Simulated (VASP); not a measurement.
Here is a VASP 6.6.1 calculation.

File POSCAR:

```
Mg3Sb2
1.0
    4.5402471072      0.0000000000      0.0000000000
   -2.2701235536      3.9319693343      0.0000000000
    0.0000000000      0.0000000000      7.1863436387
Sb Mg
2 3
Direct
    0.3333333333      0.6666666667      0.2276608411
    0.6666666667      0.3333333333      0.7723391589
    0.0000000000      0.0000000000      0.0000000000
    0.3333333333      0.6666666667      0.6336062583
    0.6666666667      0.3333333333      0.3663937417
```

INCAR.step1

```
SYSTEM = Mg3Sb2
ALGO     = Normal         ! electronic algorithm
EDIFF    = 1E-5           ! SCF threshold, eV
ENCUT    = 660            ! plane-wave cutoff, eV
GGA      = PE             ! functional
GGA_COMPAT= .False.      
ISMEAR   = 0              ! smearing method
LASPH    = .True.         ! aspherical terms in the spheres
LCHARG   = .False.        ! write CHGCAR
LREAL    = .False.        ! projectors in reciprocal space
LWAVE    = .True.         ! write WAVECAR
NBANDS   = 16             ! bands
NELM     = 120            ! most SCF steps
PREC     = Accurate       ! precision mode
SIGMA    = 0.05           ! smearing width, eV
```

Contents of INCAR.step2:

```
SYSTEM = Mg3Sb2
ALGO     = Normal         ! electronic algorithm
EDIFF    = 1E-6           ! SCF threshold, eV
ENCUT    = 660            ! plane-wave cutoff, eV
GGA_COMPAT= .False.      
ISIF     = 2              ! what is computed and relaxed
ISMEAR   = 0              ! smearing method
ISTART   = 1            
LASPH    = .True.         ! aspherical terms in the spheres
LCHARG   = .True.         ! write CHGCAR
LELF     = .True.         ! ELF
LMIXTAU  = .True.       
LREAL    = .False.        ! projectors in reciprocal space
LVHAR    = .True.       
LWAVE    = .False.        ! write WAVECAR
METAGGA  = R2SCAN         ! meta-GGA
NBANDS   = 16             ! bands
NELM     = 120            ! most SCF steps
PREC     = Accurate       ! precision mode
SIGMA    = 0.05           ! smearing width, eV
```

The input KPOINTS:

```
k-points
0
Gamma
  6 6 4
  0 0 0
```

Potentials or basis: VASP PAW PBE potentials, release 64 (Sb, Mg).

Launch:

```sh
$ cat potpaw_PBE.64/Sb/POTCAR potpaw_PBE.64/Mg/POTCAR > POTCAR
$ cp INCAR.step1 INCAR
$ mpirun -np 1 vasp_std > vasp.out
$ cp INCAR.step2 INCAR
$ mpirun -np 1 vasp_std > vasp.out
```

Task: Estimate the pressure.

Result: 1.0 GPa.

Task: Estimate the largest force.

Result: 0.013 eV/Å.

Task: Predict the band gap on the k mesh.

Result: 0.53 eV (least direct gap 1.75 eV).

Forces in eV/Å, atoms in the order of the input:
```
Sb   0.000  0.000 -0.013
Sb   0.000  0.000  0.013
Mg   0.000  0.000  0.000
Mg   0.000  0.000 -0.009
Mg   0.000  0.000  0.009
```

Caveat: semilocal functionals underestimate gaps, and a narrow one can read as zero; the PAW data sets were made with another functional, which shifts forces and pressure a little; spin-orbit coupling is left out, which moves the levels of the heavy elements. A k mesh can miss the band edges.
